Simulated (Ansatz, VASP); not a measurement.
## AgCl in VASP and in Ansatz

INCAR

```
SYSTEM = AgCl
PREC     = Accurate       ! precision mode
ENCUT    = 520            ! plane-wave cutoff, eV
EDIFF    = 1E-6           ! SCF threshold, eV
ISMEAR   = 0              ! smearing method
SIGMA    = 0.05           ! smearing width, eV
LREAL    = .False.        ! projectors in reciprocal space
LASPH    = .True.         ! aspherical terms in the spheres
NELM     = 60             ! most SCF steps
ALGO     = Normal         ! electronic algorithm
ISIF     = 2              ! what is computed and relaxed
LWAVE    = .False.        ! write WAVECAR
LCHARG   = .False.        ! write CHGCAR
GGA      = PE             ! functional
NBANDS   = 16             ! bands
```

The input KPOINTS:

```
regular mesh
0
Gamma
  8 8 8
  0 0 0
```

The input POSCAR:

```
AgCl
1.0
    0.0000000000      2.7731500000      2.7731500000
    2.7731500000      0.0000000000      2.7731500000
    2.7731500000      2.7731500000      0.0000000000
Ag Cl
1 1
Direct
    0.5000000000      0.5000000000      0.5000000000
    0.0000000000      0.0000000000      0.0063745811
```

Input for Ansatz:

```yaml
crystal:
  lattice:
    - [0.0, 2.77315, 2.77315]
    - [2.77315, 0.0, 2.77315]
    - [2.77315, 2.77315, 0.0]
  atoms:
    - { symbol: Ag, position: [0.5, 0.5, 0.5] }
    - { symbol: Cl, position: [0.0, 0.0, 0.0063745811] }
basis:
  ecutwfc: 420
kpoints:
  mp_grid: { grid: [8, 8, 8] }
hamiltonian:
  xc: pbe
scf:
  occupations: { method: gaussian, width: 0.05 }
output:
  forces: true
  stress: true
  eigenvalues: true
  write_density: true
  write_potential: true
  elf: true
  volumetric_format: npy
```

Change from the starting cell: all Cl atoms moved +0.025 Å, as atom 2 along Cartesian [1 1 0].

Alike in both runs: task single point; functional PBE; k mesh 8 × 8 × 8; occupations gaussian, width 0.05 eV; no spin polarisation.

```csv
,VASP,Ansatz
version,VASP 6.6.1,Ansatz 0.2.0
potentials or method,"VASP PAW PBE potentials, release 64 (Ag, Cl), cutoff 520 eV","scalar-relativistic, plane waves, PAW"
valence electrons in the cell,18,26
```

```tsv
	VASP	Ansatz	Ansatz less VASP
gap on the k mesh at the Fermi level (eV)	0.91	0.91	+0.003
least direct gap on the mesh (eV)	3.18	3.18	+0.002
pressure (GPa)	1.5	1.6	+0.14
rms of the force components (eV/Å)	0.016	0.016	+0.0003
```

Atom by atom the forces differ by 0.000 eV/Å (rms over components). The functional is the same, so the differences come from potentials, cutoffs and numerics. VASP's potentials hold 18 valence electrons a cell and Ansatz's 26, so a difference there can come from the potentials and not from the codes.
